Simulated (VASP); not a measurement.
# RbBr (F-43m) in VASP: a series of runs

The runs below take RbBr through relaxation of cell and atoms, single point, with LDA, HSE06, r2SCANh.

All numbers are computed with VASP 6.6.1; they aren't measurements. Logs are shortened: lines on timing, memory, paths and dates and some standing lists are left out, and cuts for length are marked.

## Step 1: The cell of the first run

It takes space group F-43m (No. 216, cubic). Conventional cell: a = 7.786 Å, b = 7.786 Å, c = 7.786 Å, α = 90.00°, β = 90.00°, γ = 90.00°. Rb (site symmetry -43m) has 4 Br at 3.37 Å within 4.4 Å. Br (site symmetry -43m) has 4 Rb at 3.37 Å within 4.4 Å.

## Step 2: Relaxation of cell and atoms, LDA

The input, INCAR:

```
SYSTEM = RbBr
ALGO = Normal ; EDIFF = 1E-6
EDIFFG = -0.005 ; ENCUT = 600
GGA = CA ; IBRION = 2
ISIF = 3 ; ISMEAR = -1
LASPH = .TRUE. ; LCHARG = .FALSE.
LREAL = .FALSE. ; LWAVE = .FALSE.
NELM = 80 ; NSW = 80
PREC = Accurate ; SIGMA = 0.02
```

The input, KPOINTS:

```
k-points
0
G
  6 6 6
  0 0 0
```

The input, POSCAR:

```
RbBr
1.0
    0.0000000000      3.8928605788      3.8928605788
    3.8928605788      0.0000000000      3.8928605788
    3.8928605788      3.8928605788      0.0000000000
Rb Br
1 1
Direct
    0.0000000000      0.0000000000      0.0000000000
    0.2500000000      0.2500000000      0.2500000000
```

Potentials or basis: VASP PAW LDA potentials, release 64 (Rb_sv, Br).

Command:

```bash
cat potpaw_LDA.64/Rb_sv/POTCAR potpaw_LDA.64/Br/POTCAR > POTCAR
mpirun -np 1 vasp_std > vasp.out
```

OUTCAR:

```text
SYSTEM = RbBr
   EDIFF = 1E-6
   EDIFFG = -0.005
   ENCUT = 600
   GGA = CA
   IBRION = 2
   ISIF = 3
   ISMEAR = -1
   LASPH = .TRUE.
   LREAL = .FALSE.
   NELM = 80
   NSW = 80
   PREC = Accurate

 ion  position               nearest neighbor table
   1  0.000  0.000  0.000-   2 3.37   2 3.37   2 3.37   2 3.37
   2  0.250  0.250  0.250-   1 3.37   1 3.37   1 3.37   1 3.37

  LATTYP: Found a face centered cubic cell.
 ALAT       =     7.7857211576

  Lattice vectors:

 A1 = (   0.0000000000,   3.8928605788,   3.8928605788)
 A2 = (   3.8928605788,   0.0000000000,   3.8928605788)
 A3 = (   3.8928605788,   3.8928605788,   0.0000000000)

Analysis of symmetry for initial positions (statically):
=====================================================================
 Subroutine PRICEL returns:
 Original cell was already a primitive cell.

 Routine SETGRP: Setting up the symmetry group for a
 face centered cubic supercell.

 Subroutine GETGRP returns: Found 24 space group operations
 (whereof 24 operations were pure point group operations)
 out of a pool of 48 trial point group operations.

The static configuration has the point symmetry T_d .

Analysis of symmetry for dynamics (positions and initial velocities):
=====================================================================
 Subroutine PRICEL returns:
 Original cell was already a primitive cell.

 Routine SETGRP: Setting up the symmetry group for a
 face centered cubic supercell.

 Subroutine GETGRP returns: Found 24 space group operations
 (whereof 24 operations were pure point group operations)
 out of a pool of 48 trial point group operations.

The dynamic configuration has the point symmetry T_d .

 Subroutine INISYM returns: Found 24 space group operations
 (whereof 24 operations are pure point group operations),
 and found     1 'primitive' translations

----------------------------------------------------------------------------------------

                                     Primitive cell

  volume of cell :     117.9876

  direct lattice vectors                    reciprocal lattice vectors
     0.000000000  3.892860579  3.892860579    -0.128440254  0.128440254  0.128440254
     3.892860579  0.000000000  3.892860579     0.128440254 -0.128440254  0.128440254
     3.892860579  3.892860579  0.000000000     0.128440254  0.128440254 -0.128440254

  length of vectors
     5.505336227  5.505336227  5.505336227     0.222465045  0.222465045  0.222465045

[... 64 lines left out ...]
   ICHARG =      2    charge: 1-file 2-atom 10-const
   ISPIN  =      1    spin polarized calculation?
   LNONCOLLINEAR =      F non collinear calculations
   LSORBIT =      F    spin-orbit coupling
   LASPH  =      T    aspherical Exc in radial PAW
   ENCUT  =  600.0 eV  44.10 Ry    6.64 a.u.  11.00 11.00 11.00*2*pi/ulx,y,z
   NELM   =     80;   NELMIN=  2; NELMDL= -5     # of ELM steps
   EDIFF  = 0.1E-05   stopping-criterion for ELM
   LREAL  =      F    real-space projection
   EDIFFG = -.5E-02   stopping-criterion for IOM
   NSW    =     80    number of steps for IOM
   IBRION =      2    ionic relax: 0-MD 1-quasi-New 2-CG
   NFREE  =      1    steps in history (QN), initial steepest desc. (CG)
   ISIF   =      3    stress and relaxation
   ISYM   =      2    0-nonsym 1-usesym 2-fastsym
   POTIM  = 0.5000    time-step for ionic-motion
   TEBEG  =    0.0;   TEEND  =   0.0 temperature during run
   PSTRESS=    0.0 pullay stress
   NELECT =      16.0000    total number of electrons
   NUPDOWN=      -1.0000    fix difference up-down
   EMIN   =  10.00;   EMAX   =-10.00  energy-range for DOS
   EFERMI =   0.00;   METHOD = LEGACY
   ISMEAR =    -1;   SIGMA  =   0.02  broadening in eV -4-tet -1-fermi 0-gaus
   EFERMI_NEDOS =   21; number of points for ismear=-14 and -15
   IALGO  =     38    algorithm
   IMIX   =      4    mixing-type and parameters
     AMIX     =   0.40;   BMIX     =  1.00
     AMIX_MAG =   1.60;   BMIX_MAG =  1.00
  volume/ion in A,a.u.               =      58.99       398.11
  Fermi-wavevector in a.u.,A,eV,Ry     =   0.841077  1.589406  9.624914  0.707411
  Thomas-Fermi vector in A             =   1.955563
   LORBIT       =      0    0 simple, 1 ext, 2 COOP (PROOUT), +10 PAW based schemes
   GGA     = CA    functional components
   LHFCALC =     F    Hartree Fock is set to
   AEXX    =    0.0000 exact exchange contribution
   IVDW    =     0    specifies the selected vdW correction
   LEPSILON=     F    determine dielectric tensor
   LRPA    =     F    only Hartree local field effects (RPA)
 conjugate gradient relaxation of ions
 non-spin polarized calculation
  energy-cutoff  :      600.00
  volume of cell :      117.99
 maximum number of plane-waves:      3954
 NGX is ok and might be reduce to    48
   NGX = 21   NGY = 21   NGZ = 21

--------------------------------------- Ionic step        1  -------------------------------------------

 number of electron      16.0000001 magnetization

 Free energy of the ion-electron system (eV)
  ---------------------------------------------------
  ext. energy  EPLUGINS =         0.00000000
  ---------------------------------------------------
  free energy    TOTEN  =        -6.34034494 eV

  energy without entropy =       -6.34034494  energy(sigma->0) =       -6.34034494

------------------------ aborting loop because EDIFF is reached ----------------------------------------

  FORCE on cell =-STRESS in cart. coord.  units (eV):
  Direction    XX          YY          ZZ          XY          YZ          ZX
  --------------------------------------------------------------------------------------
  -------------------------------------------------------------------------------------
  Total       -0.7624027     -0.7624027     -0.7624027      0.0000000      0.0000000      0.0000000
  in kB      -10.3528146    -10.3528146    -10.3528146      0.0000000      0.0000000      0.0000000
  external PRESSURE =     -10.3528146 kB  Pullay stress =       0.0000000 kB
[... 95 lines left out ...]
--------------------------------------- Ionic step        4  -------------------------------------------

 number of electron      16.0000000 magnetization

 Free energy of the ion-electron system (eV)
  ---------------------------------------------------
  ext. energy  EPLUGINS =         0.00000000
  ---------------------------------------------------
  free energy    TOTEN  =        -6.39157231 eV

  energy without entropy =       -6.39157231  energy(sigma->0) =       -6.39157231

 E-fermi :  -2.5604     XC(G=0):  -6.5463

 val. band max:       -3.0112204549   @ k =   0.5000   0.5000   0.0000
 cond. band min:       0.9114742349   @ k =   0.0000   0.0000   0.0000
 fundamental gap:      3.9226946898
 Fermi energy:        -2.5604284719

 k-point     1 :       0.0000    0.0000    0.0000
  band No.  band energies     occupation
      1     -27.2278      2.00000
      2     -14.9750      2.00000
      3     -11.4254      2.00000
      4     -11.4254      2.00000
      5     -11.4254      2.00000
      6      -3.1681      2.00000
      7      -3.1681      2.00000
      8      -3.1681      2.00000
      9       0.9115      0.00000
     10       5.1165      0.00000
     11       5.1165      0.00000
     12       6.2368      0.00000
[... 252 lines left out ...]
  FREE ENERGIE OF THE ION-ELECTRON SYSTEM (eV)
  ---------------------------------------------------
  free  energy   TOTEN  =        -6.3915723138 eV

  energy  without entropy=       -6.3915723137  energy(sigma->0) =       -6.39157231

 reached required accuracy - stopping structural energy minimisation
```

OSZICAR:

```text
N       E                     dE             d eps       ncg     rms          rms(c)
DAV:   1     0.107733824301E+03    0.10773E+03   -0.66270E+03   384   0.120E+03
DAV:   2     0.292013856386E+01   -0.10481E+03   -0.99168E+02   556   0.193E+02
DAV:   3    -0.646323184518E+01   -0.93834E+01   -0.93365E+01   472   0.661E+01
[... 34 lines left out ...]
DAV:   3    -0.639153728160E+01    0.16332E-02   -0.51175E-03   428   0.445E-01    0.590E-02
DAV:   4    -0.639155834802E+01   -0.21066E-04   -0.38203E-04   600   0.995E-02    0.270E-02
DAV:   5    -0.639156965221E+01   -0.11304E-04   -0.19857E-05   600   0.331E-02    0.135E-02
DAV:   6    -0.639157223283E+01   -0.25806E-05   -0.35072E-06   460   0.167E-02    0.476E-03
DAV:   7    -0.639157231376E+01   -0.80925E-07   -0.24799E-07   296   0.370E-03
   4 F= -.63915723E+01 E0= -.63915723E+01  d E =-.512274E-01
```

CONTCAR:

```text
RbBr
   1.00000000000000
     0.0000000000000000    3.7308769542818894    3.7308769542818894
     3.7308769542818894    0.0000000000000000    3.7308769542818894
     3.7308769542818894    3.7308769542818894    0.0000000000000000
  Rb              Br
     1     1
Direct
     0.0000000000000000    1.0000000000000000    1.0000000000000000
     0.2500000000000000    0.2500000000000000    0.2500000000000000

  0.00000000E+00  0.00000000E+00  0.00000000E+00
  0.00000000E+00  0.00000000E+00  0.00000000E+00
```

Run time: 90 s. Hardware: 1 thread of Intel Xeon 6975P-C, shared host; peak memory 0.27 GiB.

Results:

- Free energy: -6.3916 eV
- Relaxed volume: 51.93 Å³/atom
- Relaxed cell: a = 5.276 Å, b = 5.276 Å, c = 5.276 Å, α = 60.00°, β = 60.00°, γ = 60.00°
- Space group after relaxing (to 0.05 Å): F-43m (No. 216)
- Energy gained by relaxing: 25.6 meV/atom
- Ionic steps: 4
- Pressure after relaxing: 0.0 GPa
- Band gap on the k mesh: 3.92 eV, indirect (least direct gap 4.08 eV)

Step by step:
| step | energy change (eV) | largest force (eV/Å) | pressure (GPa) | volume (Å³) |
| --- | --- | --- | --- | --- |
| 1 | 0.0000 | 0.0000 | -1.04 | 117.99 |
| 2 | -0.0343 | 0.0000 | -0.66 | 111.60 |
| 3 | -0.0510 | 0.0000 | -0.09 | 104.84 |
| 4 | -0.0512 | 0.0000 | 0.01 | 103.86 |

Final structure:
```
CELL_PARAMETERS angstrom
0.00000 3.73088 3.73088
3.73088 0.00000 3.73088
3.73088 3.73088 0.00000
ATOMIC_POSITIONS crystal
Rb 0.00000 0.00000 0.00000
Br 0.25000 0.25000 0.25000
```

(Continued in part 2 of 2.)
